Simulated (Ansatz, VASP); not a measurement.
# Two plane-wave programs on Ag

POSCAR

```
Ag
1.0
   -1.6494134187      1.6494134187      1.6494134187
    1.6494134187     -1.6494134187      1.6494134187
    1.6494134187      1.6494134187     -1.6494134187
Ag
1
Direct
    0.0000000000      0.0000000000      0.0000000000
```

The input INCAR.step1:

```
PREC = Accurate ; ENCUT = 520
EDIFF = 1E-5 ; ISMEAR = 0
SIGMA = 0.05 ; LREAL = F
LASPH = T ; NELM = 100
ALGO = Normal ; ISIF = 2
LWAVE = T ; LCHARG = F
GGA = PE ; NBANDS = 12
```

INCAR.step2

```
PREC = Accurate ; ENCUT = 520
EDIFF = 1E-6 ; ISMEAR = 0
SIGMA = 0.05 ; LREAL = F
LASPH = T ; NELM = 100
ALGO = Normal ; ISIF = 2
LWAVE = F ; LCHARG = F
GGA = PE ; LHFCALC = T
HFSCREEN = 0.2079 ; PRECFOCK = Normal
ISTART = 1 ; NBANDS = 12
```

The input KPOINTS:

```
regular mesh
0
Gamma
  10 10 10
```

Input for Ansatz:

```yaml
crystal:
  lattice:
    - [-1.6494134187, 1.6494134187, 1.6494134187]
    - [1.6494134187, -1.6494134187, 1.6494134187]
    - [1.6494134187, 1.6494134187, -1.6494134187]
  atoms:
    - { symbol: Ag, position: [0.0, 0.0, 0.0] }
basis:
  ecutwfc: 600
  ecutrho_ratio: 5
kpoints:
  mp_grid: { grid: [10, 10, 10] }
  band_path:
    path:
      - [[0.0, 0.0, 0.0], [0.5, -0.5, 0.5], [0.0, 0.0, 0.5], [0.0, 0.0, 0.0], [0.25, 0.25, 0.25], [0.5, -0.5, 0.5]]
      - [[0.25, 0.25, 0.25], [0.0, 0.0, 0.5]]
    npoints: 4
hamiltonian:
  xc: hse06
scf:
  occupations: { method: gaussian, width: 0.05 }
  n_extra_bands: 7
output:
  forces: true
  stress: true
  eigenvalues: true
  populations: true
  dos: { projected: true, de: 0.02 }
  bader: false
```

Alike in both runs: task single point; functional HSE06; k mesh 10 × 10 × 10; occupations gaussian, width 0.05 eV; no spin polarisation.

|  | VASP | Ansatz |
| --- | --- | --- |
| version | VASP 6.6.1 | Ansatz 0.2.0 |
| potentials or method | VASP PAW PBE potentials, release 64 (Ag), cutoff 520 eV | scalar-relativistic, plane waves, PAW |
| valence electrons in the cell | 11 | 19 |

VASP gave:

| Property | Result |
| --- | --- |
| gap on the k mesh at the Fermi level (eV) | none |
| pressure (GPa) | 0.1 |

What did Ansatz give for the same quantities?

gap on the k mesh at the Fermi level (eV): none; pressure (GPa): 0.0.

A gap of «none» marks a metal or a gap that the smearing closes. VASP's potentials hold 11 valence electrons a cell and Ansatz's 19, so a difference there can come from the potentials and not from the codes. Ansatz's warnings: filled band counts differ across k points, stress exchange threshold loose, stress scf threshold loose.
